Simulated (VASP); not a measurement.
# BiTe (Fm-3m) in VASP: further runs

BiTe is run at these levels: PBEsol; tasks: vibrations by perturbation theory.

Program: VASP 6.6.1. These are calculated values, not measurements. Logs are shortened: lines on timing, memory, paths and dates and some standing lists are left out, and cuts for length are marked.

**1. The cell of the first run**

It takes space group Fm-3m (No. 225, cubic). Conventional cell: a = 6.358 Å, b = 6.358 Å, c = 6.358 Å, α = 90.00°, β = 90.00°, γ = 90.00°. Within 4.2 Å of Bi (site symmetry m-3m) lie 6 Te at 3.18 Å. Within 4.2 Å of Te (site symmetry m-3m) lie 6 Bi at 3.18 Å.

**2. Vibrations by perturbation theory, PBEsol (32.13 Å³/atom)**

Contents of INCAR:

```
PREC = Accurate ; ENCUT = 520
EDIFF = 1E-8 ; ISMEAR = -1
SIGMA = 0.15 ; LREAL = False
LASPH = True ; NELM = 60
ALGO = Normal ; ISIF = 2
LWAVE = False ; LCHARG = True
GGA = PS ; NBANDS = 18
IBRION = 8 ; NSW = 1
```

Contents of KPOINTS:

```
regular mesh
0
Gamma
  12 12 12
```

Contents of POSCAR:

```
BiTe
1.0
    0.0000000000      3.1790967336      3.1790967336
    3.1790967336      0.0000000000      3.1790967336
    3.1790967336      3.1790967336      0.0000000000
Bi Te
1 1
Direct
    0.0000000000      0.0000000000      0.0000000000
    0.5000000000      0.5000000000      0.5000000000
```

Potentials or basis: VASP PAW PBE potentials, release 64 (Bi_d, Te).

Command:

```bash
> cat potpaw_PBE.64/Bi_d/POTCAR potpaw_PBE.64/Te/POTCAR > POTCAR
> mpirun -np 1 vasp_std > vasp.out
```

OUTCAR:

```text
PREC = Accurate
   ENCUT = 520
   EDIFF = 1E-8
   ISMEAR = -1
   LREAL = False
   LASPH = True
   NELM = 60
   ISIF = 2
   GGA = PS
   IBRION = 8
   NSW = 1

 ion  position               nearest neighbor table
   1  0.000  0.000  0.000-   2 3.18   2 3.18   2 3.18   2 3.18   2 3.18   2 3.18
   2  0.500  0.500  0.500-   1 3.18   1 3.18   1 3.18   1 3.18   1 3.18   1 3.18

  LATTYP: Found a face centered cubic cell.
 ALAT       =     6.3581934672

  Lattice vectors:

 A1 = (   0.0000000000,   3.1790967336,   3.1790967336)
 A2 = (   3.1790967336,   0.0000000000,   3.1790967336)
 A3 = (   3.1790967336,   3.1790967336,   0.0000000000)

Analysis of symmetry for initial positions (statically):
=====================================================================
 Subroutine PRICEL returns:
 Original cell was already a primitive cell.

 Routine SETGRP: Setting up the symmetry group for a
 face centered cubic supercell.

 Subroutine GETGRP returns: Found 48 space group operations
 (whereof 48 operations were pure point group operations)
 out of a pool of 48 trial point group operations.

The static configuration has the point symmetry O_h .

Analysis of symmetry for dynamics (positions and initial velocities):
=====================================================================
 Subroutine PRICEL returns:
 Original cell was already a primitive cell.

 Routine SETGRP: Setting up the symmetry group for a
 face centered cubic supercell.

 Subroutine GETGRP returns: Found 48 space group operations
 (whereof 48 operations were pure point group operations)
 out of a pool of 48 trial point group operations.

The dynamic configuration has the point symmetry O_h .

 Subroutine INISYM returns: Found 48 space group operations
 (whereof 48 operations are pure point group operations),
 and found     1 'primitive' translations

----------------------------------------------------------------------------------------

                                     Primitive cell

  volume of cell :      64.2601

  direct lattice vectors                    reciprocal lattice vectors
     0.000000000  3.179096734  3.179096734    -0.157277378  0.157277378  0.157277378
     3.179096734  0.000000000  3.179096734     0.157277378 -0.157277378  0.157277378
     3.179096734  3.179096734  0.000000000     0.157277378  0.157277378 -0.157277378

  length of vectors
     4.495921717  4.495921717  4.495921717     0.272412410  0.272412410  0.272412410

  position of ions in fractional coordinates (direct lattice)
     0.000000000  0.000000000  0.000000000
     0.500000000  0.500000000  0.500000000

  ion indices of the primitive-cell ions
   primitive index   ion index
                 1           1
                 2           2

----------------------------------------------------------------------------------------

 KPOINTS: regular mesh

Automatic generation of k-mesh.
 Grid dimensions read from file:
 generate k-points for:   12   12   12

 Generating k-lattice:

  Cartesian coordinates                     Fractional coordinates (reciprocal lattice)
    -0.013106448  0.013106448  0.013106448     0.083333333  0.000000000  0.000000000
     0.013106448 -0.013106448  0.013106448     0.000000000  0.083333333  0.000000000
     0.013106448  0.013106448 -0.013106448     0.000000000  0.000000000  0.083333333

  Length of vectors
     0.022701034  0.022701034  0.022701034

  Shift w.r.t. Gamma in fractional coordinates (k-lattice)
     0.000000000  0.000000000  0.000000000

 Subroutine IBZKPT returns following result:
[... 72 lines left out ...]
  Thomas-Fermi vector in A             =   2.264319
   LORBIT       =      0    0 simple, 1 ext, 2 COOP (PROOUT), +10 PAW based schemes
   GGA     = PS    functional components
   LHFCALC =     F    Hartree Fock is set to
   AEXX    =    0.0000 exact exchange contribution
   IVDW    =     0    specifies the selected vdW correction
   LEPSILON=     F    determine dielectric tensor
   LRPA    =     F    only Hartree local field effects (RPA)
 non-spin polarized calculation
  energy-cutoff  :      520.00
  volume of cell :       64.26
 maximum number of plane-waves:      1759
 NGX is ok and might be reduce to    36
   NGX = 17   NGY = 17   NGZ = 17

--------------------------------------- Ionic step        1  -------------------------------------------

 number of electron      21.0000002 magnetization

 Free energy of the ion-electron system (eV)
  ---------------------------------------------------
  ext. energy  EPLUGINS =         0.00000000
  ---------------------------------------------------
  free energy    TOTEN  =        -8.03364826 eV

  energy without entropy =       -7.93703635  energy(sigma->0) =       -7.98534231

 E-fermi :   7.1458     XC(G=0):  -9.8262

 val. band max:        7.1304573840   @ k =   0.3333   0.0000   0.0000
 cond. band min:       7.1584056912   @ k =  -0.1667   0.2500   0.0833
 fundamental gap:      0.0279483072
 Fermi energy:         7.1457564463

 k-point     1 :       0.0000    0.0000    0.0000
  band No.  band energies     occupation
      1     -15.9531      2.00000
      2     -15.9531      2.00000
      3     -15.9452      2.00000
      4     -15.9452      2.00000
      5     -15.9452      2.00000
      6      -6.7702      2.00000
[... 481 lines left out ...]
      5     -15.9362      2.00000
      6      -4.6214      2.00000
[... 10 lines left out ...]
     17      16.7599      0.00000
     18      17.9796      0.00000

 [... further k-points ...]

------------------------ aborting loop because EDIFF is reached ----------------------------------------

  FORCE on cell =-STRESS in cart. coord.  units (eV):
  Direction    XX          YY          ZZ          XY          YZ          ZX
  --------------------------------------------------------------------------------------
  -------------------------------------------------------------------------------------
  Total        0.4479245      0.4479245      0.4479245      0.0000000     -0.0000000     -0.0000000
  in kB       11.1679689     11.1679689     11.1679689      0.0000000     -0.0000000     -0.0000000
  external PRESSURE =      11.1679689 kB  Pullay stress =       0.0000000 kB

 VOLUME and BASIS-vectors are now :
 -----------------------------------------------------------------------------
  energy-cutoff  :      520.00
  volume of cell :       64.26
      direct lattice vectors                 reciprocal lattice vectors
     0.000000000  3.179096734  3.179096734    -0.157277378  0.157277378  0.157277378
     3.179096734  0.000000000  3.179096734     0.157277378 -0.157277378  0.157277378
     3.179096734  3.179096734  0.000000000     0.157277378  0.157277378 -0.157277378

 POSITION                                       TOTAL-FORCE (eV/Angst)
 -----------------------------------------------------------------------------------
      0.00000      0.00000      0.00000         0.000000     -0.000000     -0.000000
      3.17910      3.17910      3.17910        -0.000000      0.000000      0.000000
 -----------------------------------------------------------------------------------
    total drift:                               -0.000000      0.000000      0.000000

  FREE ENERGIE OF THE ION-ELECTRON SYSTEM (eV)
  ---------------------------------------------------
  free  energy   TOTEN  =        -8.0336482592 eV

  energy  without entropy=       -7.9370363549  energy(sigma->0) =       -7.98534231

[... ionic steps 2 to 3 ...]

--------------------------------------- Ionic step        4  -------------------------------------------

------------------------ aborting loop because EDIFF is reached ----------------------------------------

[... ionic steps 5 to 6 ...]

--------------------------------------- Ionic step        7  -------------------------------------------

 Free energy of the ion-electron system (eV)
  ---------------------------------------------------
  ---------------------------------------------------
  free energy    TOTEN  =        -0.04628900 eV

  energy without entropy =       -0.04628902

------------------------ aborting loop because EDIFF is reached ----------------------------------------

 INTERNAL STRAIN TENSOR  FOR ION    2  DIRECTION 1   (eV/Angst):
 -----------------------------------------------------------------------------
     0.01104  0.00000  0.00000
     0.00000  0.00839  0.00000
     0.00000  0.00000  0.00839

 INTERNAL STRAIN TENSOR FOR ION    2 for displacements in x,y,z  (eV/Angst):
          X           Y           Z          XY          YZ          ZX
  --------------------------------------------------------------------------------
  x     0.00000     0.00000     0.00000     0.00000     0.00000     0.00000
  y     0.00000     0.00000     0.00000     0.00000     0.00000     0.00000
  z     0.00000     0.00000     0.00000     0.00000     0.00000     0.00000

 SECOND DERIVATIVES (NOT SYMMETRIZED)
 ------------------------------------
               1X          1Y          1Z          2X          2Y          2Z
  1X    -3.118110    0.000000    0.000000    3.118110    0.000000    0.000000
  1Y     0.000000   -3.118110    0.000000    0.000000    3.118110    0.000000
  1Z     0.000000    0.000000   -3.118110    0.000000    0.000000    3.118110
  2X     3.127723    0.000000    0.000000   -3.127723    0.000000    0.000000
  2Y     0.000000    3.127723    0.000000    0.000000   -3.127723    0.000000
  2Z     0.000000    0.000000    3.127723    0.000000    0.000000   -3.127723

 Eigenvectors and eigenvalues of the dynamical matrix
 ----------------------------------------------------

   1 f  =    3.104404 THz    19.505547 2PiTHz  103.551778 cm-1    12.838778 meV
             X         Y         Z           dx          dy          dz
      0.000000  0.000000  0.000000    -0.611770   -0.064195    0.000000
      3.179097  3.179097  3.179097     0.784122    0.082280    0.000000
[... 21 lines left out ...]
   6 f/i=    0.002317 THz     0.014560 2PiTHz    0.077297 cm-1     0.009584 meV
             X         Y         Z           dx          dy          dz
      0.000000  0.000000  0.000000    -0.557502    0.557502    0.000000
      3.179097  3.179097  3.179097    -0.434962    0.434962    0.000000

--------------------------------------------------------------------------------------------------------

 ELASTIC MODULI CONTR FROM IONIC RELAXATION (kBar)
 Direction    XX          YY          ZZ          XY          YZ          ZX
 --------------------------------------------------------------------------------
 XX           0.0000      0.0000      0.0000      0.0000      0.0000      0.0000
 YY           0.0000      0.0000      0.0000      0.0000      0.0000      0.0000
 ZZ           0.0000      0.0000      0.0000      0.0000      0.0000      0.0000
 XY           0.0000      0.0000      0.0000      0.0000      0.0000      0.0000
 YZ           0.0000      0.0000      0.0000      0.0000      0.0000      0.0000
 ZX           0.0000      0.0000      0.0000      0.0000      0.0000      0.0000
 --------------------------------------------------------------------------------
```

Run time: 8.8 min. Hardware: 1 thread of AMD EPYC 7R13 (Zen 3), shared host; peak memory 0.52 GiB.

What came out:

- Highest phonon frequency at Γ, LO-TO splitting left out: 104 cm⁻¹

Phonon frequencies in cm⁻¹ (negative: imaginary):
| q point | frequencies |
| --- | --- |
| (0.000, 0.000, 0.000) | 0 0 0 104 104 104 |

Caveat: the cell stands under pressure or tension, which shifts response properties; the PAW data sets were made with another functional, which shifts forces and pressure a little; spin-orbit coupling is left out, which moves the levels of the heavy elements.

**3. Vibrations by perturbation theory, PBEsol**

This run uses another cell than the first one, of 32.79 Å³/atom.

Contents of INCAR:

```
PREC     = Accurate       # precision mode
ENCUT    = 520            # plane-wave cutoff, eV
EDIFF    = 1E-8           # SCF threshold, eV
ISMEAR   = -1             # smearing method
SIGMA    = 0.15           # smearing width, eV
LREAL    = False          # projectors in reciprocal space
LASPH    = True           # aspherical terms in the spheres
NELM     = 100            # most SCF steps
ALGO     = Normal         # electronic algorithm
ISIF     = 2              # what is computed and relaxed
LWAVE    = False          # write WAVECAR
LCHARG   = False          # write CHGCAR
GGA      = PS             # functional
NBANDS   = 18             # bands
IBRION   = 8              # ionic algorithm
NSW      = 1              # ionic steps
```

Contents of KPOINTS:

```
Automatic mesh
0
Gamma
  12 12 12
```

Contents of POSCAR:

```
BiTe
1.0
    0.0000000000      3.2005777685      3.2005777685
    3.2005777685      0.0000000000      3.2005777685
    3.2005777685      3.2005777685      0.0000000000
Bi Te
1 1
Direct
    0.0000000000      0.0000000000      0.0000000000
    0.5000000000      0.5000000000      0.5000000000
```

Potentials or basis: VASP PAW PBE potentials, release 64 (Bi_d, Te).

Command:

```bash
> cat potpaw_PBE.64/Bi_d/POTCAR potpaw_PBE.64/Te/POTCAR > POTCAR
> mpirun -np 1 vasp_std > vasp.out
```

OUTCAR:

```text
PREC = Accurate
   ENCUT = 520
   EDIFF = 1E-8
   ISMEAR = -1
   LREAL = False
   LASPH = True
   NELM = 100
   ISIF = 2
   GGA = PS
   IBRION = 8
   NSW = 1

 ion  position               nearest neighbor table
   1  0.000  0.000  0.000-   2 3.20   2 3.20   2 3.20   2 3.20   2 3.20   2 3.20
   2  0.500  0.500  0.500-   1 3.20   1 3.20   1 3.20   1 3.20   1 3.20   1 3.20

  LATTYP: Found a face centered cubic cell.
 ALAT       =     6.4011555370

  Lattice vectors:

[... 759 lines left out ...]
               1X          1Y          1Z          2X          2Y          2Z
  1X    -2.788770    0.000000    0.000000    2.788770    0.000000    0.000000
  1Y     0.000000   -2.788770    0.000000    0.000000    2.788770    0.000000
  1Z     0.000000    0.000000   -2.788770    0.000000    0.000000    2.788770
  2X     2.765776    0.000000    0.000000   -2.765776    0.000000    0.000000
  2Y     0.000000    2.765776    0.000000    0.000000   -2.765776    0.000000
  2Z     0.000000    0.000000    2.765776    0.000000    0.000000   -2.765776

 Eigenvectors and eigenvalues of the dynamical matrix
 ----------------------------------------------------

   1 f  =    2.925566 THz    18.381874 2PiTHz   97.586380 cm-1    12.099164 meV
             X         Y         Z           dx          dy          dz
      0.000000  0.000000  0.000000    -0.617300   -0.000000   -0.000000
      3.200578  3.200578  3.200578     0.786728    0.000000   -0.000000
[... 21 lines left out ...]
   6 f/i=    0.005882 THz     0.036955 2PiTHz    0.196189 cm-1     0.024324 meV
             X         Y         Z           dx          dy          dz
      0.000000  0.000000  0.000000     0.037713   -0.239211   -0.748530
      3.200578  3.200578  3.200578     0.029591   -0.187695   -0.587328

--------------------------------------------------------------------------------------------------------

 ELASTIC MODULI CONTR FROM IONIC RELAXATION (kBar)
 Direction    XX          YY          ZZ          XY          YZ          ZX
 --------------------------------------------------------------------------------
 XX           0.0000      0.0000      0.0000      0.0000      0.0000      0.0000
 YY           0.0000      0.0000      0.0000      0.0000      0.0000      0.0000
 ZZ           0.0000      0.0000      0.0000      0.0000      0.0000      0.0000
 XY           0.0000      0.0000      0.0000      0.0000      0.0000      0.0000
 YZ           0.0000      0.0000      0.0000      0.0000      0.0000      0.0000
 ZX           0.0000      0.0000      0.0000      0.0000      0.0000      0.0000
 --------------------------------------------------------------------------------
```

It took 11 min on 1 thread of AMD EPYC 7R13 (Zen 3), shared host; peak memory 0.53 GiB.

Results:

```
Highest phonon frequency at Γ, LO-TO splitting left out : 98 cm⁻¹
```

Phonon frequencies in cm⁻¹ (negative: imaginary):
| q point | frequencies |
| --- | --- |
| (0.000, 0.000, 0.000) | 0 0 0 98 98 98 |

Caveat: the PAW data sets were made with another functional, which shifts forces and pressure a little; spin-orbit coupling is left out, which moves the levels of the heavy elements.

[end of part 1 of 2]
